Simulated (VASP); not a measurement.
Hg, 1 atom in the cell. Symmetry: I4/mmm, No. 139, tetragonal system. Conventional cell: a = 4.086 Å, b = 4.086 Å, c = 3.558 Å, α = 90.00°, β = 90.00°, γ = 90.00°. Hg (site symmetry 4/mmm) has 14 Hg at 3.39 to 4.09 Å within 4.5 Å. 

| Item | Value |
| --- | --- |
| Program | VASP 6.6.1 |
| Task | single point |
| Functional | RPBE |
| Potentials or basis | VASP PAW PBE potentials, release 64 (Hg) |
| Cutoff | 520 eV |
| k mesh | 6 × 6 × 6 |
| Occupations | gaussian, width 0.1 eV |
| Spin | no spin polarisation |
| Dipole correction | no |
| Further INCAR settings | ALGO = Normal; EDIFF = 1e-07; NBANDS = 12 |

Potentials or basis: VASP PAW PBE potentials, release 64 (Hg).

The run is started by

```sh
$ cat potpaw_PBE.64/Hg/POTCAR > POTCAR
$ mpirun -np 1 vasp_std > vasp.out
```

Hardware: 1 thread of Intel Xeon 8259CL (shared host).

Question: Estimate the wall time of this run.

Answer: Wall time 21 s on 1 thread of Intel Xeon 8259CL, with other jobs on the host, peak memory 0.16 GiB. Counts: scf iterations 11, k points 30.
